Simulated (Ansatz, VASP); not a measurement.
**One calculation of Ag, two programs**

INCAR

```
SYSTEM = Ag
  ALGO = Fast
  EDIFF = 1E-6
  ENCUT = 520
  ISIF = 2
  ISMEAR = -1
  LASPH = .TRUE.
  LCHARG = .FALSE.
  LREAL = .FALSE.
  LWAVE = .FALSE.
  NBANDS = 12
  NELM = 100
  PREC = Accurate
  SIGMA = 0.05
```

The input KPOINTS:

```
k-points
0
G
  11 11 11
  0 0 0
```

File POSCAR:

```
Ag
1.0
    0.0000000000      2.0010495236      2.0010495236
    2.0010495236      0.0000000000      2.0010495236
    2.0010495236      2.0010495236      0.0000000000
Ag
1
Direct
    0.0000000000      0.0000000000      0.0000000000
```

File input.yaml:

```yaml
crystal:
  lattice:
    - [0.0, 2.0010495236, 2.0010495236]
    - [2.0010495236, 0.0, 2.0010495236]
    - [2.0010495236, 2.0010495236, 0.0]
  atoms:
    - { symbol: Ag, position: [0.0, 0.0, 0.0] }
hamiltonian:
  xc: lda
  pseudopotentials: { kind: paw, xc_functional: lda, accuracy: standard }
kpoints:
  mp_grid: { grid: [11, 11, 11] }
scf:
  occupations: { method: fermi_dirac, width: 0.05 }
output:
  forces: true
  stress: true
  eigenvalues: true
```

Alike in both runs: task single point; functional LDA; k mesh 11 × 11 × 11; occupations fermi-dirac, width 0.05 eV; no spin polarisation.

|  | VASP | Ansatz |
| --- | --- | --- |
| version | VASP 6.6.1 | Ansatz 0.2.0 |
| potentials or method | VASP PAW LDA potentials, release 64 (Ag) | JTH PAW LDA |
| plane-wave cutoff (eV) | 520 | 1380 |
| valence electrons in the cell | 11 | 11 |

|  | VASP | Ansatz | Ansatz less VASP |
| --- | --- | --- | --- |
| gap on the k mesh at the Fermi level (eV) | none | none | - |
| pressure (GPa) | -0.3 | -0.3 | +0.02 |

LDA's correlation is that of Perdew and Zunger in VASP and of Perdew and Wang (1992) in Ansatz. A gap of «none» marks a metal or a gap that the smearing closes.
